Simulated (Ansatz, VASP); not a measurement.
**Two plane-wave programs on GdO**

File INCAR:

```
ALGO = Normal ; EDIFF = 1E-6
ENCUT = 520 ; GGA = PE
ISIF = 2 ; ISMEAR = 0
ISPIN = 2 ; LASPH = True
LCHARG = False ; LDAU = True
LDAUJ = 0 0 ; LDAUL = 3 -1
LDAUPRINT = 1 ; LDAUTYPE = 2
LDAUU = 6 0 ; LMAXMIX = 6
LORBIT = 11 ; LREAL = False
LWAVE = False ; MAGMOM = 7 0
NBANDS = 23 ; NELM = 150
PREC = Accurate ; SIGMA = 0.05
```

The input KPOINTS:

```
k-points
0
Gamma
  8 8 8
```

The input POSCAR:

```
GdO
1.0
    0.0000000000      2.7000000000      2.7000000000
    2.7000000000      0.0000000000      2.7000000000
    2.7000000000      2.7000000000      0.0000000000
Gd O
1 1
Direct
    0.0000000000      0.0000000000      0.0000000000
    0.2500000000      0.2500000000      0.2500000000
```

Input for Ansatz:

```yaml
crystal:
  lattice:
    - [0.0, 2.7, 2.7]
    - [2.7, 0.0, 2.7]
    - [2.7, 2.7, 0.0]
  atoms:
    - { symbol: Gd, position: [0.0, 0.0, 0.0], spin: 7.0 }
    - { symbol: O, position: [0.25, 0.25, 0.25] }
basis:
  ecutwfc: 420
  ecutrho_ratio: 4
kpoints:
  mp_grid: { grid: [8, 8, 8] }
hamiltonian:
  xc: pbe
  hubbard: { sites: [{ species: Gd, l: f, u_eff: 6.0 }] }
scf:
  occupations: { method: gaussian, width: 0.05 }
  lower_state_search: "off"
output:
  forces: true
  stress: true
  eigenvalues: true
  populations: true
  hubbard: { sites: [{ species: Gd, l: f }] }
magnetization:
  spin_polarized: true
checkpoint:
  read: start.run
  write: ck
  compress: false
  write_wavefunctions: false
  write_every: 100000
```

Alike in both runs: task single point; functional PBE; k mesh 8 × 8 × 8; occupations gaussian, width 0.05 eV; collinear spin; Hubbard terms Gd f U = 6.0 eV.

|  | VASP | Ansatz |
| --- | --- | --- |
| version | VASP 6.6.1 | Ansatz 0.2.0 |
| potentials or method | VASP PAW PBE potentials, release 64 (Gd, O), cutoff 520 eV | scalar-relativistic, plane waves, PAW |
| valence electrons in the cell | 24 | 24 |

Ansatz gave:

- gap on the k mesh at the Fermi level (eV): none
- pressure (GPa): -0.2
- net moment per atom (μB): 3.97
- size of the moment on the site where the two differ most (μB): 7.02

Which values does VASP return?

gap on the k mesh at the Fermi level (eV): none; pressure (GPa): -0.1; net moment per atom (μB): 3.97; size of the moment on the site where the two differ most (μB): 7.07.

Site moments also hang on the region over which each program counts them. The programs project onto different local orbitals, so the same U acts differently, and such runs can settle in different states. A gap of «none» marks a metal or a gap that the smearing closes. Ansatz's warnings: filled band counts differ across k points, stability check not made.

Neither program's run includes spin-orbit coupling.
